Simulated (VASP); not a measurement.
# MoS2 (Cmcm) in VASP: notebook

MoS2 is run at these levels: PBE; tasks: single point, relaxation of cell and atoms.

Everything below comes from runs of VASP 6.6.1. Logs are shortened: lines on timing, memory, paths and dates and some standing lists are left out, and cuts for length are marked.

## Step 1: The cell of the first run

It takes space group Cmcm (No. 63, orthorhombic). The conventional cell has a = 3.312 Å, b = 17.054 Å, c = 3.889 Å, α = 90.00°, β = 90.00°, γ = 90.00°. Mo (site symmetry m2m) has 8 S at 2.38 to 2.79 Å within 3.1 Å. Within 3.7 Å of S (site symmetry m2m) lie 4 Mo at 2.79 Å and 6 S at 3.00 to 3.45 Å. S (site symmetry m2m) has 4 Mo at 2.38 to 2.39 Å and 6 S at 2.58 to 3.00 Å within 3.1 Å.

## Step 2: Single point, PBE

The input, INCAR:

```
PREC = Accurate
ENCUT = 520
EDIFF = 1E-6
ISMEAR = 0
SIGMA = 0.1
LREAL = False
LASPH = True
NELM = 100
ALGO = Normal
ISIF = 2
LWAVE = False
LCHARG = True
GGA = PE
LELF = True
LVHAR = True
NBANDS = 35
```

The input, KPOINTS:

```
Automatic mesh
0
Gamma
  6 6 4
```

The input, POSCAR:

```
MoS2
1.0
    1.6560155726     -8.5270328400      0.0000000000
    1.6560155726      8.5270328400      0.0000000000
    0.0000000000      0.0000000000      3.8890274450
Mo S
2 4
Direct
    0.8410600188      0.1589399812      0.7500000000
    0.1589399812      0.8410600188      0.2500000000
    0.5930982904      0.4069017096      0.7500000000
    0.4069017096      0.5930982904      0.2500000000
    0.2398069642      0.7601930358      0.7500000000
    0.7601930358      0.2398069642      0.2500000000
```

Potentials or basis: VASP PAW PBE potentials, release 64 (Mo_sv, S).

Run with:

```console
$ cat potpaw_PBE.64/Mo_sv/POTCAR potpaw_PBE.64/S/POTCAR > POTCAR
$ mpirun -np 1 vasp_std > vasp.out
```

OUTCAR:

```text
PREC = Accurate
   ENCUT = 520
   EDIFF = 1E-6
   ISMEAR = 0
   LREAL = False
   LASPH = True
   NELM = 100
   ISIF = 2
   GGA = PE

 ion  position               nearest neighbor table
   1  0.841  0.159  0.750-   6 2.38   6 2.38   5 2.39   5 2.39   4 2.79   4 2.79   4 2.79   4 2.79

   2  0.159  0.841  0.250-   5 2.38   5 2.38   6 2.39   6 2.39   3 2.79   3 2.79   3 2.79   3 2.79

   3  0.593  0.407  0.750-   2 2.79   2 2.79   2 2.79   2 2.79
   4  0.407  0.593  0.250-   1 2.79   1 2.79   1 2.79   1 2.79
   5  0.240  0.760  0.750-   2 2.38   2 2.38   1 2.39   1 2.39   6 2.58   6 2.58   6 2.58   6 2.58

   6  0.760  0.240  0.250-   1 2.38   1 2.38   2 2.39   2 2.39   5 2.58   5 2.58   5 2.58   5 2.58

  LATTYP: Found a base centered orthorhombic cell.
 ALAT       =     3.3120311452
 B/A-ratio  =     5.1491259992
 C/A-ratio  =     1.1742122204

  Lattice vectors:

 A1 = (   1.6560155726,  -8.5270328400,   0.0000000000)
 A2 = (   1.6560155726,   8.5270328400,   0.0000000000)
 A3 = (   0.0000000000,   0.0000000000,   3.8890274450)

Analysis of symmetry for initial positions (statically):
=====================================================================
 Subroutine PRICEL returns:
 Original cell was already a primitive cell.

 Routine SETGRP: Setting up the symmetry group for a
 base centered orthorhombic supercell.

 Subroutine GETGRP returns: Found  8 space group operations
 (whereof  4 operations were pure point group operations)
 out of a pool of  8 trial point group operations.

The static configuration has the point symmetry C_2h.
 The point group associated with its full space group is D_2h.

Analysis of symmetry for dynamics (positions and initial velocities):
=====================================================================
 Subroutine PRICEL returns:
 Original cell was already a primitive cell.

 Routine SETGRP: Setting up the symmetry group for a
 base centered orthorhombic supercell.

 Subroutine GETGRP returns: Found  8 space group operations
 (whereof  4 operations were pure point group operations)
 out of a pool of  8 trial point group operations.

The dynamic configuration has the point symmetry C_2h.
 The point group associated with its full space group is D_2h.

 Subroutine INISYM returns: Found  8 space group operations
 (whereof  4 operations are pure point group operations),
 and found     1 'primitive' translations

----------------------------------------------------------------------------------------

                                     Primitive cell

  volume of cell :     109.8331

  direct lattice vectors                    reciprocal lattice vectors
     1.656015573 -8.527032840  0.000000000     0.301929528 -0.058637044  0.000000000
     1.656015573  8.527032840  0.000000000     0.301929528  0.058637044  0.000000000
     0.000000000  0.000000000  3.889027445     0.000000000  0.000000000  0.257133696

  length of vectors
     8.686350018  8.686350018  3.889027445     0.307570712  0.307570712  0.257133696

  position of ions in fractional coordinates (direct lattice)
     0.841060019  0.158939981  0.750000000
     0.158939981  0.841060019  0.250000000
     0.593098290  0.406901710  0.750000000
     0.406901710  0.593098290  0.250000000
     0.239806964  0.760193036  0.750000000
     0.760193036  0.239806964  0.250000000

  ion indices of the primitive-cell ions
   primitive index   ion index
                 1           1
                 2           2
                 3           3
                 4           4
                 5           5
                 6           6

----------------------------------------------------------------------------------------

 KPOINTS: Automatic mesh

Automatic generation of k-mesh.
 Grid dimensions read from file:
 generate k-points for:    6    6    4

 Generating k-lattice:

  Cartesian coordinates                     Fractional coordinates (reciprocal lattice)
     0.050321588 -0.009772841  0.000000000     0.166666667  0.000000000  0.000000000
     0.050321588  0.009772841  0.000000000     0.000000000  0.166666667  0.000000000
     0.000000000  0.000000000  0.064283424     0.000000000  0.000000000  0.250000000

  Length of vectors
     0.051261785  0.051261785  0.064283424

  Shift w.r.t. Gamma in fractional coordinates (k-lattice)
     0.000000000  0.000000000  0.000000000

 Subroutine IBZKPT returns following result:
 ===========================================

 Found     39 irreducible k-points:

 Following reciprocal coordinates:
            Coordinates               Weight
  0.000000  0.000000  0.000000      1.000000
  0.166667  0.000000  0.000000      4.000000
  0.333333  0.000000  0.000000      4.000000
  0.500000  0.000000  0.000000      2.000000
  0.166667  0.166667  0.000000      2.000000
  0.333333  0.166667  0.000000      4.000000
[... 16 lines left out ...]
  0.333333  0.333333  0.250000      4.000000
  0.500000  0.333333  0.250000      8.000000
 [... further k-points ...]
   k-points           NKPTS =     39   k-points in BZ     NKDIM =     39   number of bands    NBANDS=     35
   number of dos      NEDOS =    301   number of ions     NIONS =      6
   total plane-waves  NPLWV = 147000
   dimension x,y,z NGX =    70 NGY =   70 NGZ =   30
   dimension x,y,z NGXF=   140 NGYF=  140 NGZF=   60
   ions per type =               2   4
   NGX,Y,Z   is equivalent  to a cutoff of  13.40, 13.40, 12.82 a.u.
   NGXF,Y,Z  is equivalent  to a cutoff of  26.79, 26.79, 25.65 a.u.
 SYSTEM =  unknown system
   PREC   = accura    normal or accurate (medium, high low for compatibility)
   ISTART =      0    job   : 0-new  1-cont  2-samecut
   ICHARG =      2    charge: 1-file 2-atom 10-const
   ISPIN  =      1    spin polarized calculation?
   LNONCOLLINEAR =      F non collinear calculations
   LSORBIT =      F    spin-orbit coupling
   LASPH  =      T    aspherical Exc in radial PAW
   ENCUT  =  520.0 eV  38.22 Ry    6.18 a.u.  16.15 16.15  7.23*2*pi/ulx,y,z
   NELM   =    100;   NELMIN=  2; NELMDL= -5     # of ELM steps
   EDIFF  = 0.1E-05   stopping-criterion for ELM
   LREAL  =      F    real-space projection
   EDIFFG = 0.1E-04   stopping-criterion for IOM
   NSW    =      0    number of steps for IOM
   IBRION =     -1    ionic relax: 0-MD 1-quasi-New 2-CG
   NFREE  =      0    steps in history (QN), initial steepest desc. (CG)
   ISIF   =      2    stress and relaxation
   ISYM   =      2    0-nonsym 1-usesym 2-fastsym
   POTIM  = 0.5000    time-step for ionic-motion
   TEBEG  =    0.0;   TEEND  =   0.0 temperature during run
   PSTRESS=    0.0 pullay stress
   NELECT =      52.0000    total number of electrons
   NUPDOWN=      -1.0000    fix difference up-down
   EMIN   =  10.00;   EMAX   =-10.00  energy-range for DOS
   EFERMI =   0.00;   METHOD = LEGACY
   ISMEAR =     0;   SIGMA  =   0.10  broadening in eV -4-tet -1-fermi 0-gaus
   EFERMI_NEDOS =   21; number of points for ismear=-14 and -15
   IALGO  =     38    algorithm
   IMIX   =      4    mixing-type and parameters
     AMIX     =   0.40;   BMIX     =  1.00
     AMIX_MAG =   1.60;   BMIX_MAG =  1.00
  volume/ion in A,a.u.               =      18.31       123.53
  Fermi-wavevector in a.u.,A,eV,Ry     =   1.275944  2.411184 22.150723  1.628032
  Thomas-Fermi vector in A             =   2.408628
   LORBIT       =      0    0 simple, 1 ext, 2 COOP (PROOUT), +10 PAW based schemes
   GGA     = PE    functional components
   LHFCALC =     F    Hartree Fock is set to
   AEXX    =    0.0000 exact exchange contribution
   IVDW    =     0    specifies the selected vdW correction
   LEPSILON=     F    determine dielectric tensor
   LRPA    =     F    only Hartree local field effects (RPA)
 non-spin polarized calculation
 Gauss-broadening in eV      SIGMA  =   0.10
  energy-cutoff  :      520.00
  volume of cell :      109.83
 maximum number of plane-waves:      2992
 NGX is ok and might be reduce to    70
   NGX = 33   NGY = 33   NGZ = 15

 number of electron      52.0000003 magnetization

 Free energy of the ion-electron system (eV)
  ---------------------------------------------------
  ext. energy  EPLUGINS =         0.00000000
  ---------------------------------------------------
  free energy    TOTEN  =       -37.56617928 eV

  energy without entropy =      -37.53518657  energy(sigma->0) =      -37.55068292

 E-fermi :   7.7555     XC(G=0): -10.6487

 val. band max:        7.7417127843   @ k =   0.1667   0.0000   0.2500
 cond. band min:       7.7597644179   @ k =   0.5000   0.5000   0.2500
 fundamental gap:      0.0180516336
 Fermi energy:         7.7555198962

 k-point     1 :       0.0000    0.0000    0.0000
  band No.  band energies     occupation
      1     -54.0297      2.00000
      2     -54.0274      2.00000
      3     -28.2590      2.00000
      4     -28.2460      2.00000
      5     -28.1527      2.00000
      6     -28.0967      2.00000
[... 27 lines left out ...]
     34      10.7382      0.00000
     35      11.5774      0.00000

 k-point     2 :       0.1667    0.0000    0.0000
  band No.  band energies     occupation
      1     -54.0268      2.00000
      2     -54.0248      2.00000
      3     -28.2541      2.00000
      4     -28.2428      2.00000
      5     -28.1450      2.00000
      6     -28.0941      2.00000
[... 27 lines left out ...]
     34      11.1118      0.00000
     35      12.1620      0.00000

 k-point     3 :       0.3333    0.0000    0.0000
  band No.  band energies     occupation
      1     -54.0209      2.00000
      2     -54.0198      2.00000
      3     -28.2436      2.00000
      4     -28.2371      2.00000
      5     -28.1578      2.00000
      6     -28.1515      2.00000
[... 27 lines left out ...]
     34      11.0671      0.00000
     35      13.3117      0.00000
[... 723 lines left out ...]
 k-point    23 :       0.3333    0.3333    0.2500
  band No.  band energies     occupation
      1     -54.0201      2.00000
      2     -54.0193      2.00000
      3     -28.2635      2.00000
      4     -28.2600      2.00000
      5     -28.1510      2.00000
      6     -28.1479      2.00000
[... 27 lines left out ...]
     34      10.7801      0.00000
     35      12.4175      0.00000

 k-point    24 :       0.5000    0.3333    0.2500
  band No.  band energies     occupation
      1     -54.0258      2.00000
      2     -54.0244      2.00000
      3     -28.2741      2.00000
      4     -28.2677      2.00000
      5     -28.1323      2.00000
      6     -28.0975      2.00000
[... 27 lines left out ...]
     34      10.7476      0.00000
     35      13.1450      0.00000

 [... further k-points ...]

------------------------ aborting loop because EDIFF is reached ----------------------------------------

  FORCE on cell =-STRESS in cart. coord.  units (eV):
  Direction    XX          YY          ZZ          XY          YZ          ZX
  --------------------------------------------------------------------------------------
  -------------------------------------------------------------------------------------
  Total        0.0185800      0.2054857      0.0958520      0.0000000      0.0000000      0.0000000
  in kB        0.2710341      2.9974974      1.3982286      0.0000000      0.0000000      0.0000000
  external PRESSURE =       1.5555867 kB  Pullay stress =       0.0000000 kB

 VOLUME and BASIS-vectors are now :
 -----------------------------------------------------------------------------
  energy-cutoff  :      520.00
  volume of cell :      109.83
      direct lattice vectors                 reciprocal lattice vectors
     1.656015573 -8.527032840  0.000000000     0.301929528 -0.058637044  0.000000000
     1.656015573  8.527032840  0.000000000     0.301929528  0.058637044  0.000000000
     0.000000000  0.000000000  3.889027445     0.000000000  0.000000000  0.257133696

 POSITION                                       TOTAL-FORCE (eV/Angst)
 -----------------------------------------------------------------------------------
      1.65602     -5.81646      2.91677         0.000000     -0.047504      0.000000
      1.65602      5.81646      0.97226         0.000000      0.047504      0.000000
      1.65602     -1.58770      2.91677         0.000000      0.001167     -0.000000
      1.65602      1.58770      0.97226         0.000000     -0.001167     -0.000000
      1.65602      4.43735      2.91677         0.000000     -0.004633     -0.000000
      1.65602     -4.43735      0.97226         0.000000      0.004633     -0.000000
 -----------------------------------------------------------------------------------
    total drift:                                0.000000     -0.000000     -0.000000

  FREE ENERGIE OF THE ION-ELECTRON SYSTEM (eV)
  ---------------------------------------------------
  free  energy   TOTEN  =       -37.5661792750 eV

  energy  without entropy=      -37.5351865727  energy(sigma->0) =      -37.55068292
```

It took 2.9 min on 1 thread of Intel Xeon Platinum 8488C (Sapphire Rapids), shared host; peak memory 0.42 GiB.

Results:

```
Free energy            : -37.5662 eV
Pressure               : 0.2 GPa
Largest force          : 0.048 eV/Å
Band gap on the k mesh : zero (band 26 reaches 8.27 eV, above the bottom of band 27 at 7.25 eV)
```

Forces in eV/Å, atoms in the order of the input:
```
Mo   0.000 -0.048  0.000
Mo   0.000  0.048  0.000
S    0.000  0.001  0.000
S    0.000 -0.001  0.000
S    0.000 -0.005  0.000
S    0.000  0.005  0.000
```

Levels at points of the mesh, in eV from the Fermi level:
| k point | band 23 | band 24 | band 25 | band 26 | band 27 | band 28 | band 29 | band 30 |
| --- | --- | --- | --- | --- | --- | --- | --- | --- |
| (0.00, 0.00, 0.00) | -1.46 | -1.06 | -1.03 | -0.50 | -0.39 | -0.24 | 0.08 | 1.35 |
| (0.50, 0.00, 0.00) | -2.60 | -1.84 | 0.07 | 0.23 | 0.33 | 0.44 | 0.88 | 0.88 |
| (0.50, 0.50, 0.00) | -1.64 | -1.57 | -1.03 | -0.50 | -0.30 | -0.13 | 0.22 | 1.36 |
| (0.00, 0.00, 0.50) | -2.33 | -2.33 | -1.37 | -1.37 | 0.15 | 0.15 | 0.89 | 0.89 |
| (0.50, 0.00, 0.50) | -1.87 | -1.87 | 0.52 | 0.52 | 1.23 | 1.23 | 1.75 | 1.75 |
| (0.50, 0.50, 0.50) | -2.12 | -2.12 | -1.26 | -1.26 | 0.16 | 0.16 | 0.94 | 0.94 |

Caveat: the k points lie up to 0.40 Å⁻¹ apart.

(Continued in part 2 of 2.)
